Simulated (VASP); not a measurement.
Wanted: the native input for a VASP 6.6.1 run.

```yaml
Task: single point
Functional: LDA
Potentials_or_basis: VASP PAW LDA potentials, release 64 (Ta_pv, F)
Cutoff: 520 eV
k_mesh: 8 × 8 × 1
Occupations: gaussian, width 0.1 eV
Spin: no spin polarisation
Dipole_correction: yes
Further_INCAR_settings: ALGO = Normal; EDIFF = 1e-07; NBANDS = 34
```

The structure of Ta4F lies in POSCAR:

```
Ta4F
1.0
    3.2528679937      0.0000000000      0.0000000000
    0.0000000000      3.2528679937      0.0000000000
    0.0000000000      0.0000000000     20.2137485622
Ta F
4 1
Direct
    0.5000000000      0.5000000000      0.1978851170
    0.0000000000      0.0000000000      0.2783468875
    0.5000000000      0.5000000000      0.3580282239
    0.0000000000      0.0000000000      0.4310802885
    0.0000000000      0.0000000000      0.5223843777
```

These files were run (other wordings do the same):

INCAR

```
SYSTEM = Ta4F
PREC = Accurate
ENCUT = 520
EDIFF = 1E-7
ISMEAR = 0
SIGMA = 0.1
LREAL = .False.
LASPH = .True.
NELM = 100
ALGO = Normal
ISIF = 2
LWAVE = .False.
LCHARG = .False.
LDIPOL = .True.
IDIPOL = 3
DIPOL = 0.5 0.5 0.358
GGA = CA
NBANDS = 34
```

KPOINTS

```
Automatic mesh
0
Gamma
  8 8 1
  0 0 0
```

Potentials or basis: VASP PAW LDA potentials, release 64 (Ta_pv, F).

Command:

```sh
$ cat potpaw_LDA.64/Ta_pv/POTCAR potpaw_LDA.64/F/POTCAR > POTCAR
$ mpirun -np 1 vasp_std > vasp.out
```

Results of the run:

* Largest force: 1.322 eV/Å
* Band gap on the k mesh: zero (an odd number of electrons rules out a gap without spin polarisation)

Caveat: spin-orbit coupling is left out, which moves the levels of the heavy elements.

It took 95 s on 1 thread of AMD EPYC 9R45 96-Core Processor (Zen 5), on a shared host, peak memory 0.24 GiB.
